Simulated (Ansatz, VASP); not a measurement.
## Two plane-wave programs on GaAs

File INCAR:

```
SYSTEM = GaAs
ALGO = Normal
EDIFF = 1E-6
ENCUT = 520
ISIF = 2
ISMEAR = -1
LASPH = .TRUE.
LCHARG = .FALSE.
LREAL = .FALSE.
LWAVE = .FALSE.
NBANDS = 16
NELM = 100
PREC = Accurate
SIGMA = 0.1
```

File KPOINTS:

```
k-points
0
G
  13 13 13
  0 0 0
```

File POSCAR:

```
GaAs
1.0
    0.0000000000      2.4405695691      2.4405695691
    2.4405695691      0.0000000000      2.4405695691
    2.4405695691      2.4405695691      0.0000000000
Ga As
1 1
Direct
    0.0000000000      0.0000000000      0.0000000000
    0.5000000000      0.5000000000      0.5000000000
```

Input for Ansatz:

```yaml
crystal:
  lattice:
    - [0.0, 2.4405695691, 2.4405695691]
    - [2.4405695691, 0.0, 2.4405695691]
    - [2.4405695691, 2.4405695691, 0.0]
  atoms:
    - { symbol: Ga, position: [0.0, 0.0, 0.0] }
    - { symbol: As, position: [0.5, 0.5, 0.5] }
kpoints:
  mp_grid: { grid: [13, 13, 13] }
scf:
  occupations: { method: fermi_dirac, width: 0.1 }
hamiltonian:
  xc: lda
  pseudopotentials: { kind: paw }
output:
  forces: true
  stress: true
  eigenvalues: true
  populations: true
  write_density: true
  write_potential: true
  elf: true
  volumetric_format: npy
```

Change from the starting cell: volume scaled by 0.8, PAW files.

Alike in both runs: task single point; functional LDA; k mesh 13 × 13 × 13; occupations fermi-dirac, width 0.1 eV; no spin polarisation.

|  | VASP | Ansatz |
| --- | --- | --- |
| version | VASP 6.6.1 | Ansatz 0.2.0 |
| potentials or method | VASP PAW LDA potentials, release 64 (Ga_d, As) | PAW with Ansatz's default frozen-core files, scalar-relativistic |
| plane-wave cutoff (eV) | 520 | 420 |
| valence electrons in the cell | 18 | 28 |

Ansatz gave:

```
pressure (GPa) : 32.7
```

Task: Estimate VASP's values.

Result: Pressure (GPa): 33.8.

LDA's correlation is that of Perdew and Zunger in VASP and of Perdew and Wang (1992) in Ansatz. Both programs put the cell under a high pressure, so it lies far from rest at this level. VASP's potentials hold 18 valence electrons a cell and Ansatz's 28, so a difference there can come from the potentials and not from the codes.
